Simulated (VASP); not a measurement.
The system is Au.

```xyz
1
Lattice="-1.6573 1.6573 1.6573 1.6573 -1.6573 1.6573 1.6573 1.6573 -1.6573" Properties=species:S:1:pos:R:3 pbc="T T T"
Au    0.0000    0.0000    0.0000
```

This isn't the form of Au at room conditions, which is fcc.

```yaml
Program: VASP 6.6.1
Task: relaxation of cell and atoms
Functional: PBE0
Potentials_or_basis: VASP PAW PBE potentials, release 64 (Au)
Cutoff: 600 eV
k_mesh: 6 × 6 × 6
Occupations: fermi-dirac, width 0.05 eV
Spin: no spin polarisation
```

At the start: pressure -4.3 GPa; volume 18.21 Å³/atom.

Where does the relaxation end?

Over 3 steps the energy falls by 7.6 meV/atom and the volume is 17.65 Å³/atom (-3.0 %); space group Im-3m (No. 229, to 0.1 Å) before and after.

The path:
```csv
step,energy change (eV),largest force (eV/Å),pressure (GPa),volume (Å³)
1,0.0000,0.0000,-4.25,18.21
2,0.0058,0.0000,6.58,16.96
3,-0.0076,0.0000,-0.03,17.65
```

Final structure:
```xyz
1
Lattice="-1.6403 1.6403 1.6403 1.6403 -1.6403 1.6403 1.6403 1.6403 -1.6403" Properties=species:S:1:pos:R:3 pbc="T T T"
Au    0.0000    0.0000    0.0000
```

Caveat: the k points lie up to 0.45 Å⁻¹ apart in the final cell, too coarse for converged energies and pressures of a metal; the PAW data sets were made with another functional, which shifts forces and pressure a little.
